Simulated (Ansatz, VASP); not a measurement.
## PbSe in VASP and in Ansatz

```
Pb Se
1.0
     0.00000    2.99817    2.99817
     2.99817    0.00000    2.99817
     2.99817    2.99817    0.00000
Pb Se
1 1
Direct
  0.00000 0.00000 0.00000
  0.50000 0.50000 0.50000
```

Alike in both runs: task single point; functional PBE; k mesh 8 × 8 × 8; occupations fermi-dirac, width 0.05 eV; non-collinear spin, spin-orbit coupling.

|  | VASP | Ansatz |
| --- | --- | --- |
| version | VASP 6.6.1 | Ansatz 0.2.0 |
| potentials or method | VASP PAW PBE potentials, release 64 (Pb_d, Se) | Ansatz PAW |
| plane-wave cutoff (eV) | 520 | 420 |
| valence electrons in the cell | 20 | 30 |

|  | VASP | Ansatz | Ansatz less VASP |
| --- | --- | --- | --- |
| pressure (GPa) | 6.0 | 5.8 | -0.14 |
| net moment per atom (μB) | 0.00 | 0.00 | 0.000 |

VASP's potentials hold 20 valence electrons a cell and Ansatz's 30, so a difference there can come from the potentials and not from the codes.
